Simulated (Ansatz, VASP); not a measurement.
One calculation of Al5Rh, two programs

```
Al Rh
1.0
     0.00000    3.62850    3.62850
     3.62850    0.00000    3.62850
     3.62850    3.62850    0.00000
Al Rh
5 1
Direct
  0.37496 0.87513 0.37496
  0.37496 0.37496 0.37496
  0.75000 0.75000 0.75000
  0.87513 0.37496 0.37496
  0.37496 0.37496 0.87513
  0.00000 0.00000 0.00000
```

Change from the starting cell: species swapped into the CaAu5 type (F-43m, No. 216).

Alike in both runs: functional PBE; k mesh 4 × 4 × 4; occupations gaussian, width 0.1 eV; no spin polarisation.

Ansatz relaxed the structure, and its values are those at the end. VASP's run is a single point on that final structure, the one shown.

|  | VASP | Ansatz |
| --- | --- | --- |
| version | VASP 6.6.1 | Ansatz 0.2.0 |
| potentials or method | VASP PAW PBE potentials, release 64 (Al, Rh_pv), cutoff 520 eV | scalar-relativistic, plane waves, PAW |
| valence electrons in the cell | 30 | 32 |

|  | VASP | Ansatz | Ansatz less VASP |
| --- | --- | --- | --- |
| gap on the k mesh at the Fermi level (eV) | none | none | - |
| pressure (GPa) | 0.3 | 0.3 | 0.00 |
| rms of the force components (eV/Å) | 0.008 | 0.008 | -0.0006 |

A gap of «none» marks a metal or a gap that the smearing closes. VASP's potentials hold 30 valence electrons a cell and Ansatz's 32, so a difference there can come from the potentials and not from the codes.

The k mesh is coarse, so the values compare programs but aren't converged.
